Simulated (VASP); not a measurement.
Input of a VASP 6.6.1 run:

INCAR

```
  PREC = Accurate
  ENCUT = 600
  EDIFF = 1E-6
  ISMEAR = 0
  SIGMA = 0.01
  LREAL = F
  LASPH = T
  NELM = 100
  ALGO = Normal
  ISIF = 3
  LWAVE = F
  LCHARG = F
  IBRION = 2
  NSW = 100
  EDIFFG = -0.002
  PSTRESS = 70.0
```

File KPOINTS:

```
Automatic mesh
0
Gamma
  8 8 8
```

POSCAR

```
Si
1.0
    2.7009789307      2.7009789307      0.0000000000
   -2.7009789307      2.7009789307      0.0000000000
    0.0000000000      2.7009789307      2.7009789307
Si
2
Direct
    0.2500000000      0.7500000000      0.5000000000
    0.0000000000      0.0000000000      0.0000000000
```

Potentials or basis: VASP PAW LDA potentials, release 64 (Si).

Run with:

```sh
$ cat potpaw_LDA.64/Si/POTCAR > POTCAR
$ mpirun -np 1 vasp_std > vasp.out
```

Q: Estimate the band gap on the k mesh.

A: 0.38 eV, indirect (least direct gap 2.55 eV).

Q: Predict the space group after relaxing (to 0.05 Å).

A: Fd-3m (No. 227).

Q: Predict the relaxed cell.

A: a = 3.741 Å, b = 3.741 Å, c = 3.741 Å, α = 60.00°, β = 60.00°, γ = 90.00°.

The path:
```
step  energy change (eV)  largest force (eV/Å)  pressure (GPa)  volume (Å³)
   1              0.0000                0.0000            0.06        39.41
   2              0.2100                0.0000           15.97        34.74
   3              0.0489                0.0000            6.91        37.04
   4              0.0509                0.0000            7.07        37.00
   5              0.0493                0.0000            6.94        37.03
   6              0.0500                0.0000            6.98        37.02
   7              0.0502                0.0000            7.01        37.01
```

Caveat: the cell is relaxed towards a set pressure, so the enthalpy falls and the energy may rise. A k mesh can miss the band edges.
